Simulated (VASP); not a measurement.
ZrH, 4 atoms in the cell. It takes space group P4_2/mmc (No. 131, tetragonal). The conventional cell has a = 3.243 Å, b = 3.243 Å, c = 4.948 Å, α = 90.00°, β = 90.00°, γ = 90.00°. Zr (site symmetry mmm) has 4 H at 2.04 Å within 2.7 Å. Within 2.7 Å of H (site symmetry -4m2) lie 4 Zr at 2.04 Å and 2 H at 2.47 Å. 

* Program: VASP 6.6.1
* Task: electric field gradients
* Functional: PBEsol
* Potentials or basis: VASP PAW PBE potentials, release 64 (Zr_sv, H)
* Cutoff: 520 eV
* k mesh: 9 × 9 × 6
* Occupations: fermi-dirac, width 0.02 eV
* Spin: no spin polarisation
* Dipole correction: no
* Further INCAR settings: ALGO = Normal; EDIFF = 1e-08; NBANDS = 21

Potentials or basis: VASP PAW PBE potentials, release 64 (Zr_sv, H).

The run is started by

```bash
$ cat potpaw_PBE.64/Zr_sv/POTCAR potpaw_PBE.64/H/POTCAR > POTCAR
$ mpirun -np 1 vasp_std > vasp.out
```

Hardware: 1 thread of AMD EPYC 9R14 (Zen 4), on a shared host.

Problem. How long does it take, and how much memory?

Solution. It took 35 s on 1 thread of AMD EPYC 9R14 (Zen 4) (shared host), peak memory 0.17 GiB. Counts: scf iterations 15, k points 60.
